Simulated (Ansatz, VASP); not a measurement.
Two plane-wave programs on Sb3Se

```
CELL_PARAMETERS angstrom
4.68787 0.00000 0.00000
0.00000 4.68787 0.00000
0.00000 0.00000 4.68787
ATOMIC_POSITIONS crystal
Sb 0.00000 0.50000 0.50000
Sb 0.50000 0.00000 0.50000
Sb 0.50000 0.50000 0.00000
Se 0.00000 0.00000 0.00000
```

Alike in both runs: functional PBE; k mesh 10 × 10 × 10; occupations gaussian, width 0.1 eV; no spin polarisation.

Ansatz relaxed the structure, and its values are those at the end. VASP's run is a single point on that final structure, the one shown.

|  | VASP | Ansatz |
| --- | --- | --- |
| version | VASP 6.6.1 | Ansatz 0.2.0 |
| potentials or method | VASP PAW PBE potentials, release 64 (Sb, Se), cutoff 520 eV | scalar-relativistic, plane waves, PAW |
| valence electrons in the cell | 21 | 61 |

Ansatz gave:

* gap on the k mesh at the Fermi level (eV): none
* pressure (GPa): 0.0

Task: Estimate VASP's values.

Result: gap on the k mesh at the Fermi level (eV): none; pressure (GPa): -0.2.

A gap of «none» marks a metal or a gap that the smearing closes. With one functional, cell and mesh, what is left measures potentials, basis and numerics. VASP's potentials hold 21 valence electrons a cell and Ansatz's 61, so a difference there can come from the potentials and not from the codes.

Neither program's run includes spin-orbit coupling.
